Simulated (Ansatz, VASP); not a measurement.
# Au in VASP and in Ansatz

```
Au
1.0
    -1.66724    1.61085    1.66470
     1.60373   -1.63568    1.62603
     1.73643    1.70488   -1.68953
Au
1
Direct
  0.99012 0.98291 0.97870
```

Change from the starting cell: cell strained at random at fixed volume.

Alike in both runs: task single point; functional PBEsol; k mesh 11 × 11 × 11; occupations fermi-dirac, width 0.05 eV; no spin polarisation.

|  | VASP | Ansatz |
| --- | --- | --- |
| version | VASP 6.6.1 | Ansatz 0.2.0 |
| potentials or method | VASP PAW PBE potentials, release 64 (Au), cutoff 520 eV | all-electron LAPW, scalar-relativistic |

```tsv
	VASP	Ansatz	Ansatz less VASP
gap on the k mesh at the Fermi level (eV)	none	none	-
pressure (GPa)	-8.7	-8.5	+0.20
traceless stress, the component that is largest in VASP (GPa)	-1.86	-1.87	-0.007
```

VASP's potentials were made for PBE, not for PBEsol. A gap of «none» marks a metal or a gap that the smearing closes. Ansatz ran all-electron here, and VASP with PAW potentials.

Spin-orbit coupling is off throughout.
